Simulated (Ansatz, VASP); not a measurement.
One calculation of SiO2, two programs

File INCAR:

```
PREC = Accurate
ENCUT = 520
EDIFF = 1E-6
ISMEAR = 0
SIGMA = 0.05
LREAL = F
LASPH = T
NELM = 80
ALGO = Normal
ISIF = 2
LWAVE = F
LCHARG = F
NBANDS = 25
```

File KPOINTS:

```
Automatic mesh
0
Gamma
  6 6 10
```

POSCAR

```
SiO2
1.0
    3.8273248842      0.0000000000      0.0000000000
    0.0000000000      3.8273248842      0.0000000000
    0.0000000000      0.0000000000      2.8356650067
Si O
2 4
Direct
    0.5000000000      0.5000000000      0.5000000000
    0.0000000000      0.0000000000      0.0000000000
    0.6944252994      0.6944252994      0.0000000000
    0.1944252994      0.8055747006      0.5000000000
    0.3055747006      0.3055747006      0.0000000000
    0.8055747006      0.1944252994      0.5000000000
```

Input for Ansatz:

```yaml
crystal:
  lattice:
    - [3.8273248842, 0.0, 0.0]
    - [0.0, 3.8273248842, 0.0]
    - [0.0, 0.0, 2.8356650067]
  atoms:
    - { symbol: Si, position: [0.5, 0.5, 0.5] }
    - { symbol: Si, position: [0.0, 0.0, 0.0] }
    - { symbol: O, position: [0.6944252994, 0.6944252994, 0.0] }
    - { symbol: O, position: [0.1944252994, 0.8055747006, 0.5] }
    - { symbol: O, position: [0.3055747006, 0.3055747006, 0.0] }
    - { symbol: O, position: [0.8055747006, 0.1944252994, 0.5] }
basis:
  ecutwfc: 520.0
kpoints:
  mp_grid: { grid: [6, 6, 10] }
hamiltonian:
  xc: lda
  pseudopotentials: { kind: paw, azcp: { folder: soft_1 } }
scf:
  occupations: { method: gaussian, width: 0.05 }
output:
  forces: true
  stress: true
  eigenvalues: true
  write_density: true
  write_potential: true
  elf: true
  volumetric_format: npy
```

Alike in both runs: task single point; functional LDA; k mesh 6 × 6 × 10; occupations gaussian, width 0.05 eV; no spin polarisation.

|  | VASP | Ansatz |
| --- | --- | --- |
| version | VASP 6.6.1 | Ansatz 0.2.0 |
| potentials or method | VASP PAW LDA potentials, release 64 (Si, O), cutoff 520 eV | scalar-relativistic, plane waves, PAW |
| valence electrons in the cell | 32 | 32 |

```csv
,VASP,Ansatz,Ansatz less VASP
gap on the k mesh at the Fermi level (eV),5.09,5.14,+0.054
least direct gap on the mesh (eV),5.09,5.14,+0.054
rms of the force components (eV/Å),0.304,0.320,+0.0158
```

Ansatz warns that its potentials were made for another functional, while VASP's fit it. LDA's correlation is that of Perdew and Zunger in VASP and of Perdew and Wang (1992) in Ansatz. Atom by atom the forces differ by 0.016 eV/Å (rms over components).
